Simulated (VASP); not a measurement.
Crystal: Sb.

```
Sb
1.0
     0.00000    3.32309    3.32309
     3.32309    0.00000    3.32309
     3.32309    3.32309    0.00000
Sb
2
Direct
  0.12500 0.12500 0.12500
  0.87500 0.87500 0.87500
```

| Quantity | Value |
| --- | --- |
| Program | VASP 6.6.1 |
| Task | relaxation of cell and atoms |
| Functional | RPBE |
| Potentials or basis | VASP PAW PBE potentials, release 64 (Sb) |
| Cutoff | 600 eV |
| k mesh | 8 × 8 × 8 |
| Occupations | fermi-dirac, width 0.1 eV |
| Spin | no spin polarisation |

At the start: pressure 7.8 GPa; volume 36.70 Å³/atom.

Task: Where does the relaxation end?

Result: Over 5 steps the energy falls by 159.3 meV/atom and the volume is 44.31 Å³/atom (+20.7 %); space group Fd-3m (No. 227, to 0.05 Å).

Step by step:
```tsv
step	energy change (eV)	largest force (eV/Å)	pressure (GPa)	volume (Å³)
1	0.0000	0.0000	7.84	73.39
2	-0.2907	0.0000	-1.53	94.17
3	-0.3186	0.0000	0.06	88.46
4	-0.3186	0.0000	-0.05	88.78
5	-0.3186	0.0000	0.00	88.62
```

Final structure:
```xyz
2
Lattice="0.0000 3.5386 3.5386 3.5386 0.0000 3.5386 3.5386 3.5386 0.0000" Properties=species:S:1:pos:R:3 pbc="T T T"
Sb    0.8847    0.8847    0.8847
Sb    6.1926    6.1926    6.1926
```

Caveat: the volume moved by over 15 % at a fixed basis, so the end points are rough; the PAW data sets were made with another functional, which shifts forces and pressure a little.
